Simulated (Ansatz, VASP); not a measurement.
**MgI2 in VASP and in Ansatz**

POSCAR

```
MgI2
1.0
    4.1478850000      0.0000000000      0.0000000000
   -2.0739420000      3.5921740000      0.0000000000
    0.0000000000      0.0000000000      6.8523930000
Mg I
1 2
Direct
    0.0000000000      0.0000000000      0.0000000000
    0.3333000000      0.6667000000      0.7576300000
    0.6667000000      0.3333000000      0.2423700000
```

INCAR.step1

```
PREC = Accurate
ENCUT = 520
ISMEAR = -1
SIGMA = 0.1
LREAL = F
LASPH = T
NELM = 100
NBANDS = 15
GGA = PE
ALGO = Normal
EDIFF = 1E-4
LWAVE = T
LCHARG = F
```

File INCAR.step2:

```
PREC = Accurate
ENCUT = 520
EDIFF = 1E-6
ISMEAR = -1
SIGMA = 0.1
LREAL = F
LASPH = T
NELM = 100
ALGO = Normal
ISIF = 2
LWAVE = F
LCHARG = F
METAGGA = R2SCAN
LMIXTAU = T
NBANDS = 15
ISTART = 1
```

Contents of KPOINTS:

```
Automatic mesh
0
Gamma
  7 7 4
```

Input for Ansatz:

```yaml
crystal:
  lattice:
    - [4.147885, 0.0, 0.0]
    - [-2.073942, 3.592174, 0.0]
    - [0.0, 0.0, 6.852393]
  atoms:
    - { symbol: Mg, position: [0.0, 0.0, 0.0] }
    - { symbol: I, position: [0.3333, 0.6667, 0.75763] }
    - { symbol: I, position: [0.6667, 0.3333, 0.24237] }
  symmetry: { tolerance: 0.0003 }
kpoints:
  mp_grid: { grid: [7, 7, 4], shift: [0, 0, 0] }
  band_path:
    path:
      - [0.0, 0.0, 0.0]
      - [0.5, 8.0e-08, 0.0]
      - [0.33333333, 0.33333341, 0.0]
      - [0.0, 0.0, 0.0]
      - [0.0, 0.0, 0.5]
      - [0.5, 8.0e-08, 0.5]
      - [0.33333333, 0.33333341, 0.5]
      - [0.0, 0.0, 0.5]
      - [0.5, 8.0e-08, 0.5]
      - [0.5, 8.0e-08, 0.0]
      - [0.33333333, 0.33333341, 0.5]
    npoints: 6
magnetization:
  spin_polarized: false
scf:
  occupations: { method: fermi_dirac }
  lower_state_search: "off"
  max_iter: 200
hamiltonian:
  pseudopotentials: { kind: paw }
  xc: r2scan
basis:
  ecutwfc: 500
  fft_grid_basis: typed
output:
  forces: true
  stress: true
  eigenvalues: true
  bader: true
  populations: true
  elf: true
  write_potential: true
  volumetric_format: npy
  dos:
    e_range: [-12, 8]
    de: 0.05
    projected: { site_lists: { I: [I], Mg: [Mg] } }
checkpoint:
  read: saved_state
```

Alike in both runs: task single point; functional r2SCAN; k mesh 7 × 7 × 4; no spin polarisation.

|  | VASP | Ansatz |
| --- | --- | --- |
| version | VASP 6.6.1 | Ansatz 0.2.0 |
| potentials or method | VASP PAW PBE potentials, release 64 (Mg, I), cutoff 520 eV | PAW plane waves |
| occupations | fermi-dirac, width 0.1 eV | fermi-dirac |
| valence electrons in the cell | 16 | 44 |

Ansatz gave:

| Property | Result |
| --- | --- |
| gap on the k mesh at the Fermi level (eV) | 4.15 |
| pressure (GPa) | 0.9 |
| traceless stress, the component that is largest in VASP (GPa) | 0.07 |
| rms of the force components (eV/Å) | 0.011 |

Q: Estimate VASP's values.

A: gap on the k mesh at the Fermi level (eV): 4.12; pressure (GPa): 0.8; traceless stress, the component that is largest in VASP (GPa): 0.08; rms of the force components (eV/Å): 0.003.

VASP's potentials were made for PBE, not for r2SCAN. Atom by atom the forces differ by 0.009 eV/Å (rms over components). VASP's potentials hold 16 valence electrons a cell and Ansatz's 44, so a difference there can come from the potentials and not from the codes. Ansatz's warnings: structure snapped to symmetry.

Neither program's run includes spin-orbit coupling.
